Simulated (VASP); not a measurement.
Here is a VASP 6.6.1 calculation.

Contents of POSCAR:

```
NaCl
1.0
    2.8600000000      0.0000000000      0.0000000000
    0.0000000000      2.8600000000      0.0000000000
    0.0000000000      0.0000000000      2.8600000000
Na Cl
1 1
Direct
    0.0000000000      0.0000000000      0.0000000000
    0.5000000000      0.5000000000      0.5000000000
```

File INCAR.step1:

```
SYSTEM = NaCl
PREC = Accurate
ENCUT = 520
ISMEAR = 0
SIGMA = 0.01
LREAL = .False.
LASPH = .True.
NELM = 80
NBANDS = 14
GGA = PE
ALGO = Normal
EDIFF = 1E-4
LWAVE = .True.
LCHARG = .False.
```

Contents of INCAR.step2:

```
SYSTEM = NaCl
PREC = Accurate
ENCUT = 520
EDIFF = 1E-6
ISMEAR = 0
SIGMA = 0.01
LREAL = .False.
LASPH = .True.
NELM = 80
ALGO = Normal
ISIF = 2
LWAVE = .False.
LCHARG = .True.
METAGGA = R2SCAN
LMIXTAU = .True.
LELF = .True.
LVHAR = .True.
NBANDS = 14
ISTART = 1
```

The input KPOINTS:

```
regular mesh
0
Gamma
  6 6 6
  0 0 0
```

Potentials or basis: VASP PAW PBE potentials, release 64 (Na_pv, Cl).

The run is started by

```bash
$ cat potpaw_PBE.64/Na_pv/POTCAR potpaw_PBE.64/Cl/POTCAR > POTCAR
$ cp INCAR.step1 INCAR
$ mpirun -np 1 vasp_std > vasp.out
$ cp INCAR.step2 INCAR
$ mpirun -np 1 vasp_std > vasp.out
```

Predict the pressure.

63.5 GPa.

Predict the band gap on the k mesh.

5.07 eV.

Caveat: the cell stands under pressure; the PAW data sets were made with another functional, which shifts forces and pressure a little. A k mesh can miss the band edges.
